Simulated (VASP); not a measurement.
A run of VASP 6.6.1:

Contents of INCAR:

```
SYSTEM = CuAu
PREC = Accurate
ENCUT = 520
EDIFF = 1E-6
ISMEAR = 0
SIGMA = 0.15
LREAL = .False.
LASPH = .True.
NELM = 100
ALGO = Fast
ISIF = 2
LWAVE = .False.
LCHARG = .True.
GGA = PE
LELF = .True.
LVHAR = .True.
NBANDS = 18
```

File KPOINTS:

```
regular mesh
0
Gamma
  18 18 14
  0 0 0
```

Contents of POSCAR:

```
CuAu
1.0
    2.9400000000      0.0000000000      0.0000000000
    0.0000000000      2.9400000000      0.0000000000
    0.0000000000      0.0000000000      3.6700000000
Cu Au
1 1
Direct
    0.5000000000      0.5000000000      0.5000000000
    0.0000000000      0.0000000000      0.0000000000
```

Potentials or basis: VASP PAW PBE potentials, release 64 (Cu, Au).

The run is started by

```bash
$ cat potpaw_PBE.64/Cu/POTCAR potpaw_PBE.64/Au/POTCAR > POTCAR
$ mpirun -np 1 vasp_std > vasp.out
```

Hardware: 1 thread of AMD EPYC 9R45 (Zen 5) (shared host).

**Question.** How long does it take, and how much memory?

**Answer.** Wall time 4.1 min on 1 thread of AMD EPYC 9R45 (Zen 5), on a shared host, peak memory 0.33 GiB. Counts: scf iterations 16, k points 440.
